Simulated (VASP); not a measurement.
# Hf (R-3m) in VASP: further runs, part 3 of 3

VASP 6.6.1. Earlier steps stand in the parts before.

## 6. Single point, PBEsol

This run uses another cell than the first one, of the same volume but with other edges.

The input, INCAR:

```
SYSTEM = Hf
PREC = Accurate
ENCUT = 500
EDIFF = 1E-6
ISMEAR = 0
SIGMA = 0.15
LREAL = .FALSE.
LASPH = .TRUE.
NELM = 120
ALGO = Normal
ISIF = 2
LWAVE = .FALSE.
LCHARG = .FALSE.
GGA = PS
NBANDS = 11
GGA_COMPAT = .FALSE.
```

The input, KPOINTS:

```
regular mesh
0
G
  20 20 20
  0 0 0
```

The input, POSCAR:

```
Hf
1.0
   -0.2343581166      2.1092230496      2.1092230496
    2.1092230496     -0.2343581166      2.1092230496
    2.1092230496      2.1092230496     -0.2343581166
Hf
1
Direct
    0.0000000000      0.0000000000      0.0000000000
```

Potentials or basis: VASP PAW PBE potentials, release 64 (Hf_pv).

On the command line:

```bash
> cat potpaw_PBE.64/Hf_pv/POTCAR > POTCAR
> mpirun -np 1 vasp_std > vasp.out
```

OUTCAR:

```text
SYSTEM = Hf
   PREC = Accurate
   ENCUT = 500
   EDIFF = 1E-6
   ISMEAR = 0
   LREAL = .FALSE.
   LASPH = .TRUE.
   NELM = 120
   ISIF = 2
   GGA = PS

 ion  position               nearest neighbor table
   1  0.000  0.000  0.000-

  LATTYP: Found a trigonal (rhomboedric) cell.
 ALAT       =     2.9920841353
 COS(alpha) =     0.3865030675

  Lattice vectors:

 A1 = (  -0.2343581166,   2.1092230496,   2.1092230496)
 A2 = (   2.1092230496,  -0.2343581166,   2.1092230496)
 A3 = (   2.1092230496,   2.1092230496,  -0.2343581166)

Analysis of symmetry for initial positions (statically):
=====================================================================
 Subroutine PRICEL returns:
 Original cell was already a primitive cell.

 Routine SETGRP: Setting up the symmetry group for a
 trigonal (rhombohedral) supercell.

 Subroutine GETGRP returns: Found 12 space group operations
 (whereof 12 operations were pure point group operations)
 out of a pool of 12 trial point group operations.

The static configuration has the point symmetry D_3d.

Analysis of symmetry for dynamics (positions and initial velocities):
=====================================================================
 Subroutine PRICEL returns:
 Original cell was already a primitive cell.

 Routine SETGRP: Setting up the symmetry group for a
 trigonal (rhombohedral) supercell.

 Subroutine GETGRP returns: Found 12 space group operations
 (whereof 12 operations were pure point group operations)
 out of a pool of 12 trial point group operations.

The dynamic configuration has the point symmetry D_3d.

 Subroutine INISYM returns: Found 12 space group operations
 (whereof 12 operations are pure point group operations),
 and found     1 'primitive' translations

----------------------------------------------------------------------------------------

                                     Primitive cell

  volume of cell :      21.8821

  direct lattice vectors                    reciprocal lattice vectors
    -0.234358117  2.109223050  2.109223050    -0.200798778  0.225898626  0.225898626
     2.109223050 -0.234358117  2.109223050     0.225898626 -0.200798778  0.225898626
     2.109223050  2.109223050 -0.234358117     0.225898626  0.225898626 -0.200798778

  length of vectors
     2.992084135  2.992084135  2.992084135     0.377333444  0.377333444  0.377333444

  position of ions in fractional coordinates (direct lattice)
     0.000000000  0.000000000  0.000000000

  ion indices of the primitive-cell ions
   primitive index   ion index
                 1           1

----------------------------------------------------------------------------------------

 KPOINTS: regular mesh

Automatic generation of k-mesh.
 Grid dimensions read from file:
 generate k-points for:   20   20   20

 Generating k-lattice:

  Cartesian coordinates                     Fractional coordinates (reciprocal lattice)
    -0.010039939  0.011294931  0.011294931     0.050000000  0.000000000  0.000000000
     0.011294931 -0.010039939  0.011294931     0.000000000  0.050000000  0.000000000
     0.011294931  0.011294931 -0.010039939     0.000000000  0.000000000  0.050000000

  Length of vectors
     0.018866672  0.018866672  0.018866672

  Shift w.r.t. Gamma in fractional coordinates (k-lattice)
     0.000000000  0.000000000  0.000000000

 Subroutine IBZKPT returns following result:
 ===========================================

 Found    781 irreducible k-points:

 Following reciprocal coordinates:
            Coordinates               Weight
  0.000000  0.000000  0.000000      1.000000
  0.050000 -0.000000 -0.000000      6.000000
  0.100000  0.000000 -0.000000      6.000000
  0.150000 -0.000000 -0.000000      6.000000
  0.200000  0.000000 -0.000000      6.000000
  0.250000 -0.000000 -0.000000      6.000000
[... 16 lines left out ...]
 -0.400000  0.050000  0.000000     12.000000
 -0.350000  0.050000 -0.000000     12.000000
 [... further k-points ...]
   k-points           NKPTS =    781   k-points in BZ     NKDIM =    781   number of bands    NBANDS=     11
   number of dos      NEDOS =    301   number of ions     NIONS =      1
   total plane-waves  NPLWV =  13824
   dimension x,y,z NGX =    24 NGY =   24 NGZ =   24
   dimension x,y,z NGXF=    48 NGYF=   48 NGZF=   48
   ions per type =               1
   NGX,Y,Z   is equivalent  to a cutoff of  13.33, 13.33, 13.33 a.u.
   NGXF,Y,Z  is equivalent  to a cutoff of  26.67, 26.67, 26.67 a.u.
 SYSTEM =  Hf
   PREC   = accura    normal or accurate (medium, high low for compatibility)
   ISTART =      0    job   : 0-new  1-cont  2-samecut
   ICHARG =      2    charge: 1-file 2-atom 10-const
   ISPIN  =      1    spin polarized calculation?
   LNONCOLLINEAR =      F non collinear calculations
   LSORBIT =      F    spin-orbit coupling
   LASPH  =      T    aspherical Exc in radial PAW
   ENCUT  =  500.0 eV  36.75 Ry    6.06 a.u.   5.46  5.46  5.46*2*pi/ulx,y,z
   NELM   =    120;   NELMIN=  2; NELMDL= -5     # of ELM steps
   EDIFF  = 0.1E-05   stopping-criterion for ELM
   LREAL  =      F    real-space projection
   EDIFFG = 0.1E-04   stopping-criterion for IOM
   NSW    =      0    number of steps for IOM
   IBRION =     -1    ionic relax: 0-MD 1-quasi-New 2-CG
   NFREE  =      0    steps in history (QN), initial steepest desc. (CG)
   ISIF   =      2    stress and relaxation
   ISYM   =      2    0-nonsym 1-usesym 2-fastsym
   POTIM  = 0.5000    time-step for ionic-motion
   TEBEG  =    0.0;   TEEND  =   0.0 temperature during run
   PSTRESS=    0.0 pullay stress
   NELECT =      10.0000    total number of electrons
   NUPDOWN=      -1.0000    fix difference up-down
   EMIN   =  10.00;   EMAX   =-10.00  energy-range for DOS
   EFERMI =   0.00;   METHOD = LEGACY
   ISMEAR =     0;   SIGMA  =   0.15  broadening in eV -4-tet -1-fermi 0-gaus
   EFERMI_NEDOS =   21; number of points for ismear=-14 and -15
   IALGO  =     38    algorithm
   IMIX   =      4    mixing-type and parameters
     AMIX     =   0.40;   BMIX     =  1.00
     AMIX_MAG =   1.60;   BMIX_MAG =  1.00
  volume/ion in A,a.u.               =      21.88       147.67
  Fermi-wavevector in a.u.,A,eV,Ry     =   1.260991  2.382927 21.634588  1.590097
  Thomas-Fermi vector in A             =   2.394472
   LORBIT       =      0    0 simple, 1 ext, 2 COOP (PROOUT), +10 PAW based schemes
   GGA     = PS    functional components
   LHFCALC =     F    Hartree Fock is set to
   AEXX    =    0.0000 exact exchange contribution
   IVDW    =     0    specifies the selected vdW correction
   LEPSILON=     F    determine dielectric tensor
   LRPA    =     F    only Hartree local field effects (RPA)
 non-spin polarized calculation
 Gauss-broadening in eV      SIGMA  =   0.15
  energy-cutoff  :      500.00
  volume of cell :       21.88
 maximum number of plane-waves:       570
 NGX is ok and might be reduce to    24

 number of electron      10.0000002 magnetization

 Free energy of the ion-electron system (eV)
  ---------------------------------------------------
  ext. energy  EPLUGINS =         0.00000000
  ---------------------------------------------------
  free energy    TOTEN  =       -10.28161486 eV

  energy without entropy =      -10.26638790  energy(sigma->0) =      -10.27400138

 E-fermi :   4.7279     XC(G=0): -11.4804

 val. band max:        4.7250722875   @ k =  -0.2000   0.4000   0.1000
 cond. band min:       4.7285163243   @ k =  -0.4000   0.1000   0.0500
 fundamental gap:      0.0034440368
 Fermi energy:         4.7278751442

 k-point     1 :       0.0000    0.0000    0.0000
  band No.  band energies     occupation
      1     -25.2018      2.00000
      2     -25.2018      2.00000
      3     -25.0225      2.00000
      4      -2.5350      2.00000
      5       5.0403      0.00323
      6       5.0403      0.00323
      7       7.9561      0.00000
      8       9.3541      0.00000
      9       9.3541      0.00000
     10      16.1447      0.00000
     11      17.8595      0.00000

 k-point     2 :       0.0500   -0.0000   -0.0000
  band No.  band energies     occupation
      1     -25.2195      2.00000
      2     -25.2024      2.00000
      3     -25.0309      2.00000
      4      -2.4509      2.00000
      5       5.0256      0.00500
      6       5.0608      0.00169
      7       7.9516      0.00000
      8       9.2973      0.00000
      9       9.3195      0.00000
     10      16.3298      0.00000
     11      17.8589      0.00000
[... 295 lines left out ...]
 k-point    24 :      -0.3500    0.0500   -0.0000
  band No.  band energies     occupation
      1     -25.9073      2.00000
      2     -25.2402      2.00000
      3     -25.1438      2.00000
      4       0.4886      2.00000
      5       4.6198      1.69158
      6       5.0092      0.00799
      7       7.7009      0.00000
      8       9.6724      0.00000
      9      10.4652      0.00000
     10      14.8597      0.00000
     11      17.7872      0.00000

 [... further k-points ...]
[... 5 lines left out ...]
  --------------------------------------------------------------------------------------
  -------------------------------------------------------------------------------------
  Total       -0.1069290     -0.1069290     -0.1069290      0.9160456      0.9160456      0.9160456
  in kB       -7.8291963     -7.8291963     -7.8291963     67.0716156     67.0716156     67.0716156
  external PRESSURE =      -7.8291963 kB  Pullay stress =       0.0000000 kB

 VOLUME and BASIS-vectors are now :
 -----------------------------------------------------------------------------
  energy-cutoff  :      500.00
  volume of cell :       21.88
      direct lattice vectors                 reciprocal lattice vectors
    -0.234358117  2.109223050  2.109223050    -0.200798778  0.225898626  0.225898626
     2.109223050 -0.234358117  2.109223050     0.225898626 -0.200798778  0.225898626
     2.109223050  2.109223050 -0.234358117     0.225898626  0.225898626 -0.200798778

 POSITION                                       TOTAL-FORCE (eV/Angst)
 -----------------------------------------------------------------------------------
      0.00000      0.00000      0.00000         0.000000     -0.000000      0.000000
 -----------------------------------------------------------------------------------
    total drift:                                0.000000      0.000000      0.000000

  FREE ENERGIE OF THE ION-ELECTRON SYSTEM (eV)
  ---------------------------------------------------
  free  energy   TOTEN  =       -10.2816148631 eV

  energy  without entropy=      -10.2663878955  energy(sigma->0) =      -10.27400138
```

OSZICAR:

```text
N       E                     dE             d eps       ncg     rms          rms(c)
DAV:   1     0.121729053738E+02    0.12173E+02   -0.55939E+03 17326   0.817E+02
DAV:   2    -0.101947632606E+02   -0.22368E+02   -0.21646E+02 21550   0.152E+02
DAV:   3    -0.106280285124E+02   -0.43327E+00   -0.42998E+00 21594   0.147E+01
DAV:   4    -0.106295955434E+02   -0.15670E-02   -0.15668E-02 19667   0.108E+00
DAV:   5    -0.106296042934E+02   -0.87499E-05   -0.87490E-05 21749   0.702E-02    0.451E+01
DAV:   6    -0.103708357654E+02    0.25877E+00   -0.21510E-01 20020   0.334E+00    0.268E+01
DAV:   7    -0.102863719283E+02    0.84464E-01   -0.32453E-01 20746   0.394E+00    0.122E+00
DAV:   8    -0.102815824155E+02    0.47895E-02   -0.27938E-02 19701   0.112E+00    0.423E-01
DAV:   9    -0.102816161044E+02   -0.33689E-04   -0.42088E-04 20798   0.175E-01    0.526E-02
DAV:  10    -0.102816144583E+02    0.16461E-05   -0.24549E-05 20675   0.335E-02    0.364E-02
DAV:  11    -0.102816148631E+02   -0.40476E-06   -0.30828E-06 20708   0.129E-02
   1 F= -.10281615E+02 E0= -.10274001E+02  d E =-.152270E-01
```

stdout:

```text
POSCAR found type information on POSCAR Hf
 POSCAR found :  1 types and       1 ions
 scaLAPACK will be used
 -----------------------------------------------------------------------------
|                                                                             |
|                                                                             |
|     You enforced a specific xc type in the INCAR file but a different       |
|     I HOPE YOU KNOW WHAT YOU ARE DOING!                                     |
|                                                                             |
 -----------------------------------------------------------------------------

 LDA part: xc-table for (Slater+PW92), standard interpolation
 POSCAR, INCAR and KPOINTS ok, starting setup
 FFT: planning ... GRIDC
 FFT: planning ... GRID_SOFT
 FFT: planning ... GRID
 WAVECAR not read
 entering main loop
```

Wall time 42 s (1 thread of Intel Xeon 6975P-C (Granite Rapids), shared host); peak memory 0.29 GiB.

Results:

* Free energy: -10.2816 eV
* Pressure: -0.8 GPa
* Band gap on the k mesh: zero (band 5 reaches 6.00 eV, above the bottom of band 6 at 4.26 eV)

Stress tensor (GPa, compression positive):
```
-0.78  6.71  6.71
 6.71 -0.78  6.71
 6.71  6.71 -0.78
```

Levels at points of the mesh, in eV from the Fermi level:
```csv
k point,band 3,band 4,band 5,band 6,band 7,band 8
"(0.00, 0.00, 0.00)",-29.75,-7.26,0.31,0.31,3.23,4.63
"(0.50, 0.00, 0.00)",-29.88,-3.81,0.13,0.33,2.86,5.32
"(0.50, 0.50, 0.00)",-30.01,-3.33,-2.22,2.80,5.90,6.46
"(0.50, 0.50, 0.50)",-30.19,-3.36,0.48,0.48,2.21,7.22
```

Caveat: the PAW data sets were made with another functional, which shifts forces and pressure a little; spin-orbit coupling is left out, which moves the levels of the heavy elements.

## 7. The runs side by side

| cell | gap on the mesh (eV) | pressure (GPa) |
| --- | --- | --- |
| a = 4.316 Å, angles 33.6°, 1 atom | none | 39.4 |
| a = 2.879 Å, angles 75.3°, 1 atom | none | 0.8 |
| a = 3.606 Å, angles 45.7°, 1 atom | none | 3.8 |
| a = 2.819 Å, angles 82.7°, 1 atom | none | 4.2 |
| a = 2.992 Å, angles 67.3°, 1 atom | none | -0.8 |

Alike in all rows: task single point; level PBEsol; potentials or basis VASP PAW PBE potentials, release 64 (Hf_pv); no spin polarisation; k mesh 20 × 20 × 20; cutoff (eV) 500; smearing gaussian 0.15 eV.

Caveats: the PAW data sets were made with another functional, which shifts forces and pressure a little; spin-orbit coupling is left out, which moves the levels of the heavy elements.

Total energies depend on the potentials used, so only differences within one code and one set of settings carry meaning.
